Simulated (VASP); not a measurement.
The system is TiO2.

```
Ti O
1.0
     1.52670    0.88144    7.11847
    -1.52670    0.88144    7.11847
     0.00000   -1.76288    7.11847
Ti O
1 2
Cartesian
  0.0000 0.0000 0.0000
  0.0000 0.0000 8.1051
  0.0000 0.0000 13.2503
```

Base run:

| Quantity | Value |
| --- | --- |
| Program | VASP 6.6.1 |
| Functional | LDA |
| Potentials or basis | VASP PAW LDA potentials, release 64 (Ti_sv, O) |
| Cutoff | 520 eV |
| k mesh | 10 × 10 × 10 |
| Occupations | fermi-dirac, width 0.05 eV |
| Spin | no spin polarisation |

Its results: band gap on the k mesh 2.42 eV, indirect (least direct gap 2.62 eV); pressure -12.7 GPa; largest force 1.478 eV/Å.

Q: The run is repeated on the same cell with these changes: functional from LDA to PBEsol; potentials or basis from VASP PAW LDA potentials, release 64 (Ti_sv, O) to VASP PAW PBE potentials, release 64 (Ti_sv, O). What comes out?

A: Band gap on the k mesh 2.47 eV, indirect (least direct gap 2.67 eV); pressure -10.0 GPa; largest force 1.126 eV/Å.

Caveats: forces of over 1 eV/Å act on the atoms, so gaps and moduli don't describe the material at rest (some runs); the PAW data sets were made with another functional, which shifts forces and pressure a little (some runs).

A k mesh can miss the band edges.
